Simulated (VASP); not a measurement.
Set up this calculation in VASP 6.6.1, as the native input.

```yaml
Task: single point
Functional: PBE
Dispersion: D3(BJ)
Potentials_or_basis: VASP PAW PBE potentials, release 64 (S, C_h)
Cutoff: 1000 eV
k_mesh: 1 × 1 × 1
Occupations: fermi-dirac, width 0.05 eV
Spin: no spin polarisation
Dipole_correction: no
Further_INCAR_settings: LREAL = Auto; ALGO = Normal; EDIFF = 1e-06; NBANDS = 82
```

The structure of CS2 lies in POSCAR:

```
CS2
1.0
    9.5828400000      0.0000000000      0.0000000000
    0.0000000000      9.5828400000      0.0000000000
    0.0000000000      0.0000000000      9.5828400000
S C
16 8
Direct
    0.0446736041      0.9762659086      0.9027386453
    0.2252568132      0.7458227415      0.7555275889
    0.3876199540      0.5126559559      0.4155031285
    0.5056851622      0.5254600933      0.1105413426
    0.8594842448      0.9151984172      0.5215259777
    0.5512144625      0.8124835644      0.5616184764
    0.6934061301      0.4825500582      0.7277487676
    0.7446226797      0.2325824077      0.9396796774
    0.8985540821      0.6364710253      0.0244603896
    1.1308547362      0.4260428015      0.1201209662
    0.3297769763      0.9064223132      0.1744263705
    0.6535849498      0.9422572014      0.1473571509
    0.7593990925      0.3087915482      0.3414645345
    0.9530681927      0.5489082568      0.4472265007
    0.1440387192      0.3323858063      0.7542649152
    0.4141778429      0.1772647775      0.6597000472
    0.1339060237      0.8561449424      0.8343246887
    0.4570357013      0.5161830939      0.2664763264
    0.7040292857      0.8602147171      0.5435653731
    0.7247851368      0.3541017068      0.8310375630
    1.0127373513      0.5314290962      0.0716489058
    0.4907626549      0.9357142559      0.1588046967
    0.8483393232      0.4347249876      0.3974708959
    0.2744802167      0.2469205371      0.7143811229
```

The input as run:

INCAR

```
PREC = Accurate ; ENCUT = 1000
EDIFF = 1E-6 ; ISMEAR = -1
SIGMA = 0.05 ; LREAL = Auto
LASPH = T ; NELM = 120
ALGO = Normal ; ISIF = 2
LWAVE = F ; LCHARG = F
GGA = PE ; IVDW = 12
NBANDS = 82 ; GGA_COMPAT = F
```

KPOINTS

```
Automatic mesh
0
Gamma
  1 1 1
```

Potentials or basis: VASP PAW PBE potentials, release 64 (S, C_h).

Run with:

```bash
$ cat potpaw_PBE.64/S/POTCAR potpaw_PBE.64/C_h/POTCAR > POTCAR
$ mpirun -np 1 vasp_gam > vasp.out
```

Results of the run:

- Pressure: -1.4 GPa
- Largest force: 2.210 eV/Å
- Dispersion energy per atom: -0.109 eV

Caveat: the k points lie up to 0.66 Å⁻¹ apart; the atoms stand as in a frame of molecular dynamics.

It took 3.1 min on 1 thread of AMD EPYC 9R45 96-Core Processor (Zen 5) (shared host), peak memory 1.6 GiB.
